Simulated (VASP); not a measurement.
# MgTi3N (Pm-3m) in VASP: single point with PBE

Aim: the single point of MgTi3N with PBE.

All numbers are computed with VASP 6.6.1; they aren't measurements. Logs are shortened: lines on timing, memory, paths and dates and some standing lists are left out, and cuts for length are marked.

### 1 The cell of the first run

It takes space group Pm-3m (No. 221, cubic). The conventional cell has a = 4.175 Å, b = 4.175 Å, c = 4.175 Å, α = 90.00°, β = 90.00°, γ = 90.00°. Within 3.9 Å of Mg (site symmetry m-3m) lie 12 Ti at 2.95 Å and 8 N at 3.62 Å. Within 2.8 Å of Ti (site symmetry 4/mmm) lie 2 N at 2.09 Å. N (site symmetry m-3m) has 6 Ti at 2.09 Å within 2.8 Å.

### 2 Single point, PBE, collinear spin, ferromagnetic start

INCAR reads:

```
  ALGO = Normal
  EDIFF = 1E-6
  ENCUT = 520
  GGA = PE
  ISIF = 2
  ISMEAR = 0
  ISPIN = 2
  LASPH = T
  LCHARG = T
  LELF = T
  LMAXMIX = 4
  LORBIT = 11
  LREAL = F
  LVHAR = T
  LWAVE = F
  MAGMOM = 0 1 1 1 0
  NBANDS = 34
  NELM = 150
  PREC = Accurate
  SIGMA = 0.1
```

KPOINTS reads:

```
k-points
0
Gamma
  4 4 4
```

POSCAR reads:

```
MgTi3N
1.0
    4.1745877800      0.0000000000      0.0000000000
    0.0000000000      4.1745877800      0.0000000000
    0.0000000000      0.0000000000      4.1745877800
Mg Ti N
1 3 1
Direct
    0.0000000000      0.0000000000      0.0000000000
    0.0000000000      0.5000000000      0.5000000000
    0.5000000000      0.0000000000      0.5000000000
    0.5000000000      0.5000000000      0.0000000000
    0.5000000000      0.5000000000      0.5000000000
```

Potentials or basis: VASP PAW PBE potentials, release 64 (Mg, Ti_sv, N).

Command:

```console
cat potpaw_PBE.64/Mg/POTCAR potpaw_PBE.64/Ti_sv/POTCAR potpaw_PBE.64/N/POTCAR > POTCAR
mpirun -np 1 vasp_std > vasp.out
```

OUTCAR:

```text
EDIFF = 1E-6
   ENCUT = 520
   GGA = PE
   ISIF = 2
   ISMEAR = 0
   ISPIN = 2
   LASPH = T
   LORBIT = 11
   LREAL = F
   NELM = 150
   PREC = Accurate

 ion  position               nearest neighbor table
   1  0.000  0.000  0.000-   2 2.95   3 2.95   4 2.95   2 2.95   3 2.95   2 2.95   4 2.95   2 2.95
                             3 2.95   4 2.95   3 2.95   4 2.95
   2  0.000  0.500  0.500-   5 2.09   5 2.09   1 2.95   1 2.95   1 2.95   1 2.95
   3  0.500  0.000  0.500-   5 2.09   5 2.09   1 2.95   1 2.95   1 2.95   1 2.95
   4  0.500  0.500  0.000-   5 2.09   5 2.09   1 2.95   1 2.95   1 2.95   1 2.95
   5  0.500  0.500  0.500-   2 2.09   3 2.09   4 2.09   4 2.09   3 2.09   2 2.09

  LATTYP: Found a simple cubic cell.
 ALAT       =     4.1745877800

  Lattice vectors:

 A1 = (   4.1745877800,   0.0000000000,   0.0000000000)
 A2 = (   0.0000000000,   4.1745877800,   0.0000000000)
 A3 = (   0.0000000000,   0.0000000000,   4.1745877800)

Analysis of symmetry for initial positions (statically):
=====================================================================
 Subroutine PRICEL returns:
 Original cell was already a primitive cell.

 Routine SETGRP: Setting up the symmetry group for a
 simple cubic supercell.

 Subroutine GETGRP returns: Found 48 space group operations
 (whereof 48 operations were pure point group operations)
 out of a pool of 48 trial point group operations.

The static configuration has the point symmetry O_h .

Analysis of symmetry for dynamics (positions and initial velocities):
=====================================================================
 Subroutine PRICEL returns:
 Original cell was already a primitive cell.

 Routine SETGRP: Setting up the symmetry group for a
 simple cubic supercell.

 Subroutine GETGRP returns: Found 48 space group operations
 (whereof 48 operations were pure point group operations)
 out of a pool of 48 trial point group operations.

The dynamic configuration has the point symmetry O_h .

Analysis of structural, dynamic, and magnetic symmetry:
=====================================================================
 Subroutine PRICEL returns:
 Original cell was already a primitive cell.

 Routine SETGRP: Setting up the symmetry group for a
 simple cubic supercell.

 Subroutine GETGRP returns: Found 48 space group operations
 (whereof 48 operations were pure point group operations)
 out of a pool of 48 trial point group operations.

The overall configuration has the point symmetry O_h .

 Subroutine INISYM returns: Found 48 space group operations
 (whereof 48 operations are pure point group operations),
 and found     1 'primitive' translations

----------------------------------------------------------------------------------------

                                     Primitive cell

  volume of cell :      72.7513

  direct lattice vectors                    reciprocal lattice vectors
     4.174587780  0.000000000  0.000000000     0.239544610  0.000000000  0.000000000
     0.000000000  4.174587780  0.000000000     0.000000000  0.239544610  0.000000000
     0.000000000  0.000000000  4.174587780     0.000000000  0.000000000  0.239544610

  length of vectors
     4.174587780  4.174587780  4.174587780     0.239544610  0.239544610  0.239544610

  position of ions in fractional coordinates (direct lattice)
     0.000000000  0.000000000  0.000000000
     0.000000000  0.500000000  0.500000000
     0.500000000  0.000000000  0.500000000
     0.500000000  0.500000000  0.000000000
     0.500000000  0.500000000  0.500000000

  ion indices of the primitive-cell ions
   primitive index   ion index
                 1           1
                 2           2
                 3           3
                 4           4
                 5           5

----------------------------------------------------------------------------------------

 KPOINTS: k-points

Automatic generation of k-mesh.
[... 24 lines left out ...]
  0.250000  0.000000  0.000000      6.000000
  0.500000  0.000000  0.000000      3.000000
  0.250000  0.250000  0.000000     12.000000
  0.500000  0.250000  0.000000     12.000000
  0.500000  0.500000  0.000000      3.000000
  0.250000  0.250000  0.250000      8.000000
  0.500000  0.250000  0.250000     12.000000
  0.500000  0.500000  0.250000      6.000000
  0.500000  0.500000  0.500000      1.000000
   k-points           NKPTS =     10   k-points in BZ     NKDIM =     10   number of bands    NBANDS=     34
   number of dos      NEDOS =    301   number of ions     NIONS =      5
   total plane-waves  NPLWV =  32768
   dimension x,y,z NGX =    32 NGY =   32 NGZ =   32
   dimension x,y,z NGXF=    64 NGYF=   64 NGZF=   64
   ions per type =               1   3   1
   NGX,Y,Z   is equivalent  to a cutoff of  12.74, 12.74, 12.74 a.u.
   NGXF,Y,Z  is equivalent  to a cutoff of  25.49, 25.49, 25.49 a.u.
 SYSTEM =  unknown system
   PREC   = accura    normal or accurate (medium, high low for compatibility)
   ISTART =      0    job   : 0-new  1-cont  2-samecut
   ICHARG =      2    charge: 1-file 2-atom 10-const
   ISPIN  =      2    spin polarized calculation?
   LNONCOLLINEAR =      F non collinear calculations
   LSORBIT =      F    spin-orbit coupling
   LASPH  =      T    aspherical Exc in radial PAW
   ENCUT  =  520.0 eV  38.22 Ry    6.18 a.u.   7.76  7.76  7.76*2*pi/ulx,y,z
   NELM   =    150;   NELMIN=  2; NELMDL= -5     # of ELM steps
   EDIFF  = 0.1E-05   stopping-criterion for ELM
   LREAL  =      F    real-space projection
   EDIFFG = 0.1E-04   stopping-criterion for IOM
   NSW    =      0    number of steps for IOM
   IBRION =     -1    ionic relax: 0-MD 1-quasi-New 2-CG
   NFREE  =      0    steps in history (QN), initial steepest desc. (CG)
   ISIF   =      2    stress and relaxation
   ISYM   =      2    0-nonsym 1-usesym 2-fastsym
   POTIM  = 0.5000    time-step for ionic-motion
   TEBEG  =    0.0;   TEEND  =   0.0 temperature during run
   PSTRESS=    0.0 pullay stress
   NELECT =      43.0000    total number of electrons
   NUPDOWN=      -1.0000    fix difference up-down
   EMIN   =  10.00;   EMAX   =-10.00  energy-range for DOS
   EFERMI =   0.00;   METHOD = LEGACY
   ISMEAR =     0;   SIGMA  =   0.10  broadening in eV -4-tet -1-fermi 0-gaus
   EFERMI_NEDOS =   21; number of points for ismear=-14 and -15
   IALGO  =     38    algorithm
   IMIX   =      4    mixing-type and parameters
     AMIX     =   0.40;   BMIX     =  1.00
     AMIX_MAG =   1.60;   BMIX_MAG =  1.00
  volume/ion in A,a.u.               =      14.55        98.19
  Fermi-wavevector in a.u.,A,eV,Ry     =   1.373886  2.596268 25.681853  1.887563
  Thomas-Fermi vector in A             =   2.499363
   LORBIT       =     11    0 simple, 1 ext, 2 COOP (PROOUT), +10 PAW based schemes
   GGA     = PE    functional components
   LHFCALC =     F    Hartree Fock is set to
   AEXX    =    0.0000 exact exchange contribution
   IVDW    =     0    specifies the selected vdW correction
   LEPSILON=     F    determine dielectric tensor
   LRPA    =     F    only Hartree local field effects (RPA)
 spin polarized calculation
 Gauss-broadening in eV      SIGMA  =   0.10
  energy-cutoff  :      520.00
  volume of cell :       72.75
 maximum number of plane-waves:      1972
 NGX is ok and might be reduce to    32
   NGX = 15   NGY = 15   NGZ = 15

 number of electron      42.9999983 magnetization      -0.0043910

 number of electron      42.9999983 magnetization       0.0005299

 Free energy of the ion-electron system (eV)
  ---------------------------------------------------
  ext. energy  EPLUGINS =         0.00000000
  ---------------------------------------------------
  free energy    TOTEN  =       -36.93610311 eV

  energy without entropy =      -36.91865430  energy(sigma->0) =      -36.92737870

 E-fermi :   7.6386     XC(G=0): -11.2868

 val. band max:        7.5722739054   @ k =   0.5000   0.5000   0.5000
 cond. band min:       7.7415849656   @ k =   0.5000   0.2500   0.2500
 fundamental gap:      0.1693110601
 Fermi energy:         7.6386125270

 spin component 1

 k-point     1 :       0.0000    0.0000    0.0000
  band No.  band energies     occupation
      1     -49.3436      1.00000
      2     -49.2340      1.00000
      3     -49.2340      1.00000
      4     -25.7869      1.00000
      5     -25.7869      1.00000
      6     -25.7869      1.00000
[... 349 lines left out ...]
     32      12.1806      0.00000
     33      12.1806      0.00000
 Fermi energy:         7.6386125270

 spin component 2

 k-point     1 :       0.0000    0.0000    0.0000
  band No.  band energies     occupation
      1     -49.3435      1.00000
      2     -49.2338      1.00000
      3     -49.2338      1.00000
      4     -25.7868      1.00000
      5     -25.7868      1.00000
      6     -25.7868      1.00000
[... 349 lines left out ...]
     32      12.1807      0.00000
     33      12.1807      0.00000
 [bands above 33 left out]

------------------------ aborting loop because EDIFF is reached ----------------------------------------

  FORCE on cell =-STRESS in cart. coord.  units (eV):
  Direction    XX          YY          ZZ          XY          YZ          ZX
  --------------------------------------------------------------------------------------
  -------------------------------------------------------------------------------------
  Total        0.9462478      0.9462478      0.9462478      0.0000000      0.0000000      0.0000000
  in kB       20.8388940     20.8388940     20.8388940      0.0000000      0.0000000      0.0000000
  external PRESSURE =      20.8388940 kB  Pullay stress =       0.0000000 kB

 VOLUME and BASIS-vectors are now :
 -----------------------------------------------------------------------------
  energy-cutoff  :      520.00
  volume of cell :       72.75
      direct lattice vectors                 reciprocal lattice vectors
     4.174587780  0.000000000  0.000000000     0.239544610  0.000000000  0.000000000
     0.000000000  4.174587780  0.000000000     0.000000000  0.239544610  0.000000000
     0.000000000  0.000000000  4.174587780     0.000000000  0.000000000  0.239544610

 POSITION                                       TOTAL-FORCE (eV/Angst)
 -----------------------------------------------------------------------------------
      0.00000      0.00000      0.00000         0.000000      0.000000      0.000000
      0.00000      2.08729      2.08729         0.000000      0.000000      0.000000
      2.08729      0.00000      2.08729         0.000000      0.000000      0.000000
      2.08729      2.08729      0.00000         0.000000      0.000000      0.000000
      2.08729      2.08729      2.08729         0.000000      0.000000      0.000000
 -----------------------------------------------------------------------------------
    total drift:                                0.000000     -0.000000     -0.000000

  FREE ENERGIE OF THE ION-ELECTRON SYSTEM (eV)
  ---------------------------------------------------
  free  energy   TOTEN  =       -36.9361031095 eV

  energy  without entropy=      -36.9186542999  energy(sigma->0) =      -36.92737870

 total charge

# of ion       s       p       d       tot
------------------------------------------
    1        0.225   0.206   0.021   0.453
    2        2.193   6.158   1.937  10.287
    3        2.193   6.158   1.937  10.287
    4        2.193   6.158   1.937  10.287
    5        1.254   2.495   0.000   3.749
--------------------------------------------------
tot          8.059  21.174   5.831  35.064

 magnetization (x)

# of ion       s       p       d       tot
------------------------------------------
    1       -0.000  -0.000   0.000  -0.000
    2        0.000   0.000   0.000   0.000
    3        0.000   0.000   0.000   0.000
    4        0.000   0.000   0.000   0.000
    5       -0.000  -0.000   0.000  -0.000
--------------------------------------------------
tot          0.000  -0.000   0.000   0.000
```

Wall time 37 s (1 thread of Intel Xeon Platinum 8488C (Sapphire Rapids), shared host); peak memory 0.21 GiB.

What came out:

```yaml
Free_energy: -36.9361 eV
Pressure: 2.1 GPa
Net_moment: 0.00 μB per cell
Valence_electrons_inside_the_program's_atomic_spheres: Mg 0.45; Ti 10.29; N 3.75
```

Levels at points of the mesh, in eV from the Fermi level:
Spin up:
| k point | band 18 | band 19 | band 20 | band 21 | band 22 | band 23 | band 24 | band 25 | band 26 | band 27 |
| --- | --- | --- | --- | --- | --- | --- | --- | --- | --- | --- |
| (0.00, 0.00, 0.00) | -1.64 | -1.64 | -1.44 | -1.44 | -1.44 | 1.43 | 1.43 | 1.43 | 2.13 | 2.13 |
| (0.50, 0.00, 0.00) | -3.21 | -1.02 | -0.98 | -0.98 | -0.41 | 0.77 | 0.81 | 1.57 | 1.57 | 1.78 |
| (0.50, 0.50, 0.00) | -1.86 | -1.86 | -0.89 | 0.18 | 0.18 | 0.39 | 0.39 | 1.05 | 1.35 | 1.93 |
| (0.50, 0.50, 0.50) | -0.39 | -0.39 | -0.39 | -0.07 | -0.07 | -0.07 | 0.46 | 0.46 | 0.46 | 1.91 |
Spin down:
```csv
k point,band 19,band 20,band 21,band 22,band 23,band 24,band 25,band 26
"(0.00, 0.00, 0.00)",-1.64,-1.44,-1.44,-1.44,1.43,1.43,1.43,2.13
"(0.50, 0.00, 0.00)",-1.02,-0.98,-0.98,-0.41,0.77,0.81,1.57,1.57
"(0.50, 0.50, 0.00)",-1.86,-0.89,0.18,0.18,0.39,0.39,1.05,1.35
"(0.50, 0.50, 0.50)",-0.39,-0.39,-0.07,-0.07,-0.07,0.46,0.46,0.46
```

Caveat: the k points lie up to 0.38 Å⁻¹ apart.
